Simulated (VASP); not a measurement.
A run of VASP 6.6.1:

The input POSCAR:

```
Br
1.0
    0.0000000000      2.5535098143      2.5535098143
    2.5535098143      0.0000000000      2.5535098143
    2.5535098143      2.5535098143      0.0000000000
Br
1
Direct
    0.0000000000      0.0000000000      0.0000000000
```

Contents of INCAR.step1:

```
PREC = Accurate
ENCUT = 600
ISMEAR = 0
SIGMA = 0.1
LREAL = F
LASPH = T
NELM = 60
GGA = PE
ALGO = Normal
EDIFF = 1E-4
LWAVE = T
LCHARG = F
```

INCAR.step2

```
PREC = Accurate
ENCUT = 600
EDIFF = 1E-6
ISMEAR = 0
SIGMA = 0.1
LREAL = F
LASPH = T
NELM = 60
ALGO = Normal
ISIF = 3
LWAVE = F
LCHARG = F
METAGGA = R2SCAN
LMIXTAU = T
IBRION = 2
NSW = 90
EDIFFG = -0.04
ISTART = 1
```

The input KPOINTS:

```
Automatic mesh
0
Gamma
  6 6 6
```

Potentials or basis: VASP PAW PBE potentials, release 64 (Br).

Run with:

```console
$ cat potpaw_PBE.64/Br/POTCAR > POTCAR
$ cp INCAR.step1 INCAR
$ mpirun -np 1 vasp_std > vasp.out
$ cp INCAR.step2 INCAR
$ mpirun -np 1 vasp_std > vasp.out
```

Hardware: 1 thread of AMD EPYC 7R13 (shared host).

Question: How long does it take, and how much memory?

Answer: Run time: 110 s on 1 thread of AMD EPYC 7R13 (shared host), peak memory 0.15 GiB. Counts: k points 16, ion steps 4.
